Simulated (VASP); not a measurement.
# BiO4 (P-3m1) in VASP: relaxation of cell and atoms with PBE

Aim: the relaxation of cell and atoms of BiO4 with PBE.

Program: VASP 6.6.1. These are calculated values, not measurements. Logs are shortened: lines on timing, memory, paths and dates and some standing lists are left out, and cuts for length are marked.

## 1. The cell of the first run

The structure is trigonal, space group P-3m1 (No. 164). The conventional cell has a = 2.787 Å, b = 2.787 Å, c = 8.961 Å, α = 90.00°, β = 90.00°, γ = 120.00°. Within 2.8 Å of Bi (site symmetry -3m) lie 6 O at 2.01 Å and 6 Bi at 2.79 Å. O (site symmetry 3m) has 3 Bi at 2.01 Å and 12 O at 2.70 to 2.89 Å within 2.9 Å. Within 4.0 Å of O (site symmetry 3m) lie 18 O at 2.70 to 3.90 Å and 3 Bi at 3.74 Å.

The cell was built from a structure type or drawn by symmetry, and may not be a known phase.

## 2. Relaxation of cell and atoms, PBE

INCAR

```
SYSTEM = BiO4
ALGO = Normal ; EDIFF = 1E-7
EDIFFG = -0.04 ; ENCUT = 910
GGA = PE ; GGA_COMPAT = .FALSE.
IBRION = 2 ; ISIF = 3
ISMEAR = 0 ; LASPH = .TRUE.
LCHARG = .FALSE. ; LREAL = .FALSE.
LWAVE = .FALSE. ; NELM = 120
NELMIN = 4 ; NSW = 90
PREC = Accurate ; SIGMA = 0.1
```

KPOINTS

```
k-points
0
G
  6 6 2
  0 0 0
```

POSCAR

```
BiO4
1.0
    2.7867595000      0.0000000000      0.0000000000
   -1.3933797500      2.4134045300      0.0000000000
    0.0000000000      0.0000000000      8.9607733100
Bi O
1 4
Direct
    0.0000000000      0.0000000000      0.0000000000
    0.3333333300      0.6666666700      0.8658552800
    0.3333333300      0.6666666700      0.3767953500
    0.6666666700      0.3333333300      0.1341447200
    0.6666666700      0.3333333300      0.6232046500
```

Potentials or basis: VASP PAW PBE potentials, release 64 (Bi_d, O_h).

Started as:

```
$ cat potpaw_PBE.64/Bi_d/POTCAR potpaw_PBE.64/O_h/POTCAR > POTCAR
$ mpirun -np 1 vasp_std > vasp.out
```

OUTCAR:

```text
SYSTEM = BiO4
   EDIFF = 1E-7
   EDIFFG = -0.04
   ENCUT = 910
   GGA = PE
   IBRION = 2
   ISIF = 3
   ISMEAR = 0
   LASPH = .TRUE.
   LREAL = .FALSE.
   NELM = 120
   NELMIN = 4
   NSW = 90
   PREC = Accurate

 ion  position               nearest neighbor table
   1  0.000  0.000  0.000-   2 2.01   4 2.01   4 2.01   2 2.01   4 2.01   2 2.01
   2  0.333  0.667  0.866-   1 2.01   1 2.01   1 2.01
   3  0.333  0.667  0.377-
   4  0.667  0.333  0.134-   1 2.01   1 2.01   1 2.01
   5  0.667  0.333  0.623-

  LATTYP: Found a hexagonal cell.
 ALAT       =     2.7867595000
 C/A-ratio  =     3.2154813898

  Lattice vectors:

 A1 = (   2.7867595000,   0.0000000000,   0.0000000000)
 A2 = (  -1.3933797500,   2.4134045300,   0.0000000000)
 A3 = (   0.0000000000,   0.0000000000,   8.9607733100)

Analysis of symmetry for initial positions (statically):
=====================================================================
 Subroutine PRICEL returns:
 Original cell was already a primitive cell.

 Routine SETGRP: Setting up the symmetry group for a
 hexagonal supercell.

 Subroutine GETGRP returns: Found 12 space group operations
 (whereof 12 operations were pure point group operations)
 out of a pool of 24 trial point group operations.

The static configuration has the point symmetry D_3d.

Analysis of symmetry for dynamics (positions and initial velocities):
=====================================================================
 Subroutine PRICEL returns:
 Original cell was already a primitive cell.

 Routine SETGRP: Setting up the symmetry group for a
 hexagonal supercell.

 Subroutine GETGRP returns: Found 12 space group operations
 (whereof 12 operations were pure point group operations)
 out of a pool of 24 trial point group operations.

The dynamic configuration has the point symmetry D_3d.

 Subroutine INISYM returns: Found 12 space group operations
 (whereof 12 operations are pure point group operations),
 and found     1 'primitive' translations

----------------------------------------------------------------------------------------

                                     Primitive cell

  volume of cell :      60.2664

  direct lattice vectors                    reciprocal lattice vectors
     2.786759500  0.000000000  0.000000000     0.358839720  0.207176208  0.000000000
    -1.393379750  2.413404530  0.000000000     0.000000000  0.414352417  0.000000000
     0.000000000  0.000000000  8.960773310     0.000000000  0.000000000  0.111597511

  length of vectors
     2.786759500  2.786759508  8.960773310     0.414352418  0.414352417  0.111597511
[... 71 lines left out ...]
   LNONCOLLINEAR =      F non collinear calculations
   LSORBIT =      F    spin-orbit coupling
   LASPH  =      T    aspherical Exc in radial PAW
   ENCUT  =  910.0 eV  66.88 Ry    8.18 a.u.   6.85  6.85 22.04*2*pi/ulx,y,z
   NELM   =    120;   NELMIN=  4; NELMDL= -5     # of ELM steps
   EDIFF  = 0.1E-06   stopping-criterion for ELM
   LREAL  =      F    real-space projection
   EDIFFG = -.4E-01   stopping-criterion for IOM
   NSW    =     90    number of steps for IOM
   IBRION =      2    ionic relax: 0-MD 1-quasi-New 2-CG
   NFREE  =      1    steps in history (QN), initial steepest desc. (CG)
   ISIF   =      3    stress and relaxation
   ISYM   =      2    0-nonsym 1-usesym 2-fastsym
   POTIM  = 0.5000    time-step for ionic-motion
   TEBEG  =    0.0;   TEEND  =   0.0 temperature during run
   PSTRESS=    0.0 pullay stress
   NELECT =      39.0000    total number of electrons
   NUPDOWN=      -1.0000    fix difference up-down
   EMIN   =  10.00;   EMAX   =-10.00  energy-range for DOS
   EFERMI =   0.00;   METHOD = LEGACY
   ISMEAR =     0;   SIGMA  =   0.10  broadening in eV -4-tet -1-fermi 0-gaus
   EFERMI_NEDOS =   21; number of points for ismear=-14 and -15
   IALGO  =     38    algorithm
   IMIX   =      4    mixing-type and parameters
     AMIX     =   0.40;   BMIX     =  1.00
     AMIX_MAG =   1.60;   BMIX_MAG =  1.00
  volume/ion in A,a.u.               =      12.05        81.34
  Fermi-wavevector in a.u.,A,eV,Ry     =   1.416026  2.675902 27.281458  2.005131
  Thomas-Fermi vector in A             =   2.537404
   LORBIT       =      0    0 simple, 1 ext, 2 COOP (PROOUT), +10 PAW based schemes
   GGA     = PE    functional components
   LHFCALC =     F    Hartree Fock is set to
   AEXX    =    0.0000 exact exchange contribution
   IVDW    =     0    specifies the selected vdW correction
   LEPSILON=     F    determine dielectric tensor
   LRPA    =     F    only Hartree local field effects (RPA)
 conjugate gradient relaxation of ions
 non-spin polarized calculation
 Gauss-broadening in eV      SIGMA  =   0.10
  energy-cutoff  :      910.00
  volume of cell :       60.27
 maximum number of plane-waves:      3774
 NGX is ok and might be reduce to    28
   NGX = 13   NGY = 13   NGZ = 45

--------------------------------------- Ionic step        1  -------------------------------------------

 number of electron      39.0000004 magnetization

 Free energy of the ion-electron system (eV)
  ---------------------------------------------------
  ext. energy  EPLUGINS =         0.00000000
  ---------------------------------------------------
  free energy    TOTEN  =       -12.78013925 eV

  energy without entropy =      -12.72650102  energy(sigma->0) =      -12.75332014

------------------------ aborting loop because EDIFF is reached ----------------------------------------

  FORCE on cell =-STRESS in cart. coord.  units (eV):
  Direction    XX          YY          ZZ          XY          YZ          ZX
  --------------------------------------------------------------------------------------
  -------------------------------------------------------------------------------------
  Total       30.0776087     30.0776090     11.0027378      0.0000000     -0.0000000      0.0000000
  in kB      799.6110431    799.6110489    292.5069859      0.0000000     -0.0000000      0.0000000
  external PRESSURE =     630.5763593 kB  Pullay stress =       0.0000000 kB
[... 1214 lines left out ...]
     22       6.0555      0.00000
     23       8.6376      0.00000

[... ionic steps 4 to 34 ...]

--------------------------------------- Ionic step       35  -------------------------------------------

 number of electron      38.9999998 magnetization

------------------------ aborting loop because EDIFF is reached ----------------------------------------
[... 73 lines left out ...]
--------------------------------------- Ionic step       37  -------------------------------------------

 number of electron      38.9999998 magnetization

 Free energy of the ion-electron system (eV)
  ---------------------------------------------------
  ext. energy  EPLUGINS =         0.00000000
  ---------------------------------------------------
  free energy    TOTEN  =       -21.70407687 eV

  energy without entropy =      -21.68788778  energy(sigma->0) =      -21.69598232

 E-fermi :   3.1705     XC(G=0):  -9.4251

 val. band max:        3.1668552518   @ k =   0.0000   0.0000   0.0000
 cond. band min:       3.2135503863   @ k =   0.1667   0.1667   0.0000
 fundamental gap:      0.0466951345
 Fermi energy:         3.1704572887
[... 394 lines left out ...]
  FREE ENERGIE OF THE ION-ELECTRON SYSTEM (eV)
  ---------------------------------------------------
  free  energy   TOTEN  =       -21.7040768663 eV

  energy  without entropy=      -21.6878877788  energy(sigma->0) =      -21.69598232

 reached required accuracy - stopping structural energy minimisation
```

OSZICAR:

```text
N       E                     dE             d eps       ncg     rms          rms(c)
DAV:   1     0.644423928800E+03    0.64442E+03   -0.28535E+04   644   0.294E+03
DAV:   2     0.873140213354E+02   -0.55711E+03   -0.54545E+03   700   0.726E+02
DAV:   3    -0.109366262068E+02   -0.98251E+02   -0.96698E+02   853   0.255E+02
[... 520 lines left out ...]
DAV:   5    -0.217040736625E+02   -0.92008E-05   -0.26354E-04   882   0.139E-01    0.230E-02
DAV:   6    -0.217040754681E+02   -0.18056E-05   -0.28628E-05   957   0.495E-02    0.891E-03
DAV:   7    -0.217040765690E+02   -0.11009E-05   -0.35448E-06   701   0.178E-02    0.218E-03
DAV:   8    -0.217040768126E+02   -0.24365E-06   -0.52481E-07   744   0.615E-03    0.870E-04
DAV:   9    -0.217040768663E+02   -0.53657E-07   -0.30934E-08   336   0.224E-03
  37 F= -.21704077E+02 E0= -.21695982E+02  d E =-.769875E-03
```

Run time: 25 min. Hardware: 1 thread of AMD EPYC 7R43 (Zen 3), shared host; peak memory 0.3 GiB.

What came out:

```
Free energy                           : -21.7041 eV
Relaxed volume                        : 15.02 Å³/atom
Relaxed cell                          : a = 3.226 Å, b = 3.226 Å, c = 8.330 Å, α = 90.00°, β = 90.00°, γ = 120.00°
Space group after relaxing (to 0.1 Å) : P-3m1 (No. 164)
Energy gained by relaxing             : 1784.8 meV/atom
Ionic steps                           : 37
Pressure after relaxing               : 0.2 GPa
Largest force after relaxing          : 0.040 eV/Å
Band gap on the k mesh                : zero (an odd number of electrons rules out a gap without spin polarisation)
```

Forces in eV/Å, atoms in the order of the input:
```
Bi   0.000  0.000  0.000
O    0.000  0.000 -0.040
O    0.000  0.000  0.007
O    0.000  0.000  0.040
O    0.000  0.000 -0.007
```

Stress tensor (GPa, compression positive):
```
0.29 0.00 0.00
0.00 0.29 0.00
0.00 0.00 0.08
```

Step by step:
```tsv
step	energy change (eV)	largest force (eV/Å)	pressure (GPa)	volume (Å³)
1	0.0000	5.5948	63.06	60.27
2	0.4769	2.7543	-33.00	110.97
3	-3.9017	1.1620	-5.19	80.92
4	-3.9206	0.9948	-3.32	79.76
5	-3.9236	0.9150	-2.43	79.24
6	-4.5847	1.1308	-3.94	78.48
7	-5.3035	1.5067	-9.38	75.75
8	-5.8479	1.9354	0.73	67.91
9	-6.0058	2.4847	16.17	60.30
10	-6.1665	2.6353	17.56	59.07
11	-6.4348	2.2430	23.16	55.33
12	-6.7132	2.0981	15.74	56.71
13	-7.0663	1.6660	-2.44	60.98
14	-7.2554	1.6280	-2.43	61.47
15	-7.7804	1.0952	-2.17	62.89
16	-8.3194	1.0918	-0.89	65.51
17	-8.3272	1.2006	-0.57	65.93
18	-8.5821	1.1147	3.40	65.98
19	-8.6937	0.6937	11.77	65.77
20	-8.8140	0.1661	7.40	68.12
21	-8.8474	0.5210	2.82	71.03
22	-8.8503	0.3867	3.74	70.40
23	-8.8802	0.3321	1.83	71.07
24	-8.8927	0.4174	-0.51	71.91
25	-8.8928	0.4129	-0.39	71.87
26	-8.8984	0.3281	-0.03	71.85
27	-8.9061	0.1238	0.99	71.80
28	-8.9062	0.1370	1.15	71.80
29	-8.9110	0.0641	0.39	72.42
30	-8.9112	0.0691	-1.06	73.58
31	-8.9124	0.0403	-0.40	73.03
32	-8.9165	0.0728	0.08	73.29
33	-8.9182	0.1588	0.70	73.60
34	-8.9216	0.1381	0.21	74.27
35	-8.9231	0.1055	-0.50	75.27
36	-8.9232	0.1098	-0.44	75.14
37	-8.9239	0.0400	0.22	75.08
```

Final structure:
```cif
data_structure
_symmetry_space_group_name_H-M 'P 1'
_symmetry_Int_Tables_number 1
_cell_length_a 3.2261
_cell_length_b 3.2261
_cell_length_c 8.3299
_cell_angle_alpha 90.000
_cell_angle_beta 90.000
_cell_angle_gamma 120.000
_cell_volume 75.08
loop_
_atom_site_label
_atom_site_type_symbol
_atom_site_fract_x
_atom_site_fract_y
_atom_site_fract_z
_atom_site_occupancy
Bi1 Bi 0.00000 0.00000 0.00000 1
O1 O 0.33333 0.66667 0.85677 1
O2 O 0.33333 0.66667 0.48047 1
O3 O 0.66667 0.33333 0.14323 1
O4 O 0.66667 0.33333 0.51953 1
```

Caveat: the k points lie up to 0.38 Å⁻¹ apart in the final cell, too coarse for converged energies and pressures of a metal; the cutoff is under 1.25 times the usual one of these potentials, so pressure, stress and relaxed cells hold a basis-set (Pulay) error; the volume moved by over 15 % at a fixed basis, so the end points are rough; spin-orbit coupling is left out, which moves the levels of the heavy elements; an odd number of electrons without spin polarisation forces a metal; a magnetic or distorted state may lie lower.
